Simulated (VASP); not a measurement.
A run of VASP 6.6.1 is set up as follows.

File INCAR:

```
PREC     = Accurate       # precision mode
ENCUT    = 520            # plane-wave cutoff, eV
EDIFF    = 1E-6           # SCF threshold, eV
ISMEAR   = 0              # smearing method
SIGMA    = 0.03           # smearing width, eV
LREAL    = False          # projectors in reciprocal space
LASPH    = True           # aspherical terms in the spheres
NELM     = 100            # most SCF steps
ALGO     = Normal         # electronic algorithm
ISIF     = 2              # what is computed and relaxed
LWAVE    = False          # write WAVECAR
LCHARG   = True           # write CHGCAR
GGA      = PE             # functional
IVDW     = 12             # dispersion correction
LELF     = True           # ELF
LVHAR    = True         
NBANDS   = 17             # bands
```

Contents of KPOINTS:

```
Automatic mesh
0
Gamma
  10 10 10
```

Contents of POSCAR:

```
PbSe
1.0
    0.0000000000      3.0562133476      3.3114071621
    3.0562133476      0.0000000000      3.3114071621
    3.0562133476      3.0562133476      0.0000000000
Pb Se
1 1
Direct
    0.0000000000      0.0000000000      0.0000000000
    0.5000000000      0.5000000000      0.5000000000
```

Potentials or basis: VASP PAW PBE potentials, release 64 (Pb_d, Se).

Launch:

```console
$ cat potpaw_PBE.64/Pb_d/POTCAR potpaw_PBE.64/Se/POTCAR > POTCAR
$ mpirun -np 1 vasp_std > vasp.out
```

Question: What does it give for the dispersion energy per atom?

Answer: -0.341 eV.

Question: Predict the band gap on the k mesh.

Answer: 0.39 eV.

Stress tensor (GPa, compression positive):
```
-0.02  0.00  0.00
 0.00 -0.02  0.00
 0.00  0.00 -6.18
```

Caveat: spin-orbit coupling is left out, which moves the levels of the heavy elements. A k mesh can miss the band edges.
